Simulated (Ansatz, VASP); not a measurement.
**Two plane-wave programs on Rb3CuAu**

```
Rb Cu Au
1.0
     4.54162    0.00000    0.00000
    -2.27081    3.93316    0.00000
     0.00000    0.00000   14.35876
Rb Cu Au
3 1 1
Direct
  0.33333 0.66667 0.12545
  0.00000 0.00000 0.43195
  0.66667 0.33333 0.74763
  0.00000 0.00000 0.91581
  0.33333 0.66667 0.90357
```

Alike in both runs: functional PBE; k mesh 12 × 12 × 4; occupations gaussian, width 0.1 eV; no spin polarisation.

Ansatz relaxed the structure, and its values are those at the end. VASP's run is a single point on that final structure, the one shown.

|  | VASP | Ansatz |
| --- | --- | --- |
| version | VASP 6.6.1 | Ansatz 0.2.0 |
| potentials or method | VASP PAW PBE potentials, release 64 (Rb_sv, Cu, Au), cutoff 520 eV | scalar-relativistic, plane waves, PAW |
| valence electrons in the cell | 49 | 65 |

VASP gave:

* gap on the k mesh at the Fermi level (eV): none
* pressure (GPa): 0.0
* rms of the force components (eV/Å): 0.003

Task: Estimate Ansatz's values.

Result: gap on the k mesh at the Fermi level (eV): none; pressure (GPa): 0.0; rms of the force components (eV/Å): 0.001.

A gap of «none» marks a metal or a gap that the smearing closes. With one functional, cell and mesh, what is left measures potentials, basis and numerics. VASP's potentials hold 49 valence electrons a cell and Ansatz's 65, so a difference there can come from the potentials and not from the codes.

Neither program's run includes spin-orbit coupling.
